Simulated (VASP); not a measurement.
Cu, 1 atom in the cell. The structure is tetragonal, space group I4/mmm (No. 139). The conventional cell has a = 3.030 Å, b = 3.030 Å, c = 2.683 Å, α = 90.00°, β = 90.00°, γ = 90.00°. Within 3.3 Å of Cu (site symmetry 4/mmm) lie 14 Cu at 2.53 to 3.03 Å.  This cell differs from its parent crystal: strain +0.050 along x and y, -0.025 along z.

| Property | Result |
| --- | --- |
| Program | VASP 6.6.1 |
| Task | single point |
| Functional | r2SCAN |
| Potentials or basis | VASP PAW PBE potentials, release 64 (Cu) |
| Cutoff | 520 eV |
| k mesh | 24 × 24 × 24 |
| Occupations | gaussian, width 0.15 eV |
| Spin | no spin polarisation |
| Dipole correction | no |
| Further INCAR settings | ALGO = Normal; EDIFF = 1e-07; NBANDS = 12 |

Potentials or basis: VASP PAW PBE potentials, release 64 (Cu).

The run is started by

```bash
$ cat potpaw_PBE.64/Cu/POTCAR > POTCAR
$ cp INCAR.step1 INCAR
$ mpirun -np 1 vasp_std > vasp.out
$ cp INCAR.step2 INCAR
$ mpirun -np 1 vasp_std > vasp.out
```

Hardware: 1 thread of Intel Xeon 8259CL, on a shared host.

Task: How long does it take, and how much memory?

Result: Wall time 14 min on 1 thread of Intel Xeon 8259CL, with other jobs on the host, peak memory 0.27 GiB. Counts: k points 1063.
